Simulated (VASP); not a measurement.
Set up this calculation in VASP 6.6.1, as the native input.

```
Task                   : single point
Functional             : PBE
Dispersion             : D3(BJ)
Potentials or basis    : VASP PAW PBE potentials, release 64 (Si, N)
Cutoff                 : 520 eV
k mesh                 : 9 × 9 × 1
Occupations            : gaussian, width 0.05 eV
Spin                   : no spin polarisation
Dipole correction      : yes
Further INCAR settings : ALGO = Normal; EDIFF = 1e-06; NBANDS = 27
```

The structure of Si3N lies in POSCAR:

```
Si3N
1.0
    3.8155170197      0.0000000000      0.0000000000
   -1.9077585099      3.3043346676      0.0000000000
    0.0000000000      0.0000000000     25.7913833664
Si N
6 2
Direct
    0.6666666667      0.3333333333      0.1550905565
    0.3333333333      0.6666666667      0.1859793801
    0.3333333333      0.6666666667      0.2774751471
    0.6666666667      0.3333333333      0.3070263804
    0.6666666667      0.3333333333      0.3997350368
    0.3333333333      0.6666666667      0.4261649408
    1.0000000000      1.0000000000      0.5463601221
    1.0000000000      1.0000000000      0.5890100252
```

The input as run:

INCAR

```
SYSTEM = Si3N
  PREC = Accurate
  ENCUT = 520
  EDIFF = 1E-6
  ISMEAR = 0
  SIGMA = 0.05
  LREAL = .False.
  LASPH = .True.
  NELM = 60
  ALGO = Normal
  ISIF = 2
  LWAVE = .False.
  LCHARG = .False.
  LDIPOL = .True.
  IDIPOL = 3
  DIPOL = 0.5 0.5 0.361
  GGA = PE
  IVDW = 12
  NBANDS = 27
```

KPOINTS

```
Automatic mesh
0
Gamma
  9 9 1
  0 0 0
```

Potentials or basis: VASP PAW PBE potentials, release 64 (Si, N).

Command:

```console
$ cat potpaw_PBE.64/Si/POTCAR potpaw_PBE.64/N/POTCAR > POTCAR
$ mpirun -np 1 vasp_std > vasp.out
```

Results of the run:

- Largest force: 2.256 eV/Å
- Band gap on the k mesh: zero (band 17 reaches -0.28 eV, above the bottom of band 18 at -0.36 eV)
- Dispersion energy per atom: -0.226 eV

Caveat: the standard files for N, O and F lose accuracy on very short bonds.

Run time: 100 s on 1 thread of AMD EPYC 9R45 96-Core Processor (Zen 5), with other jobs on the host, peak memory 0.37 GiB.
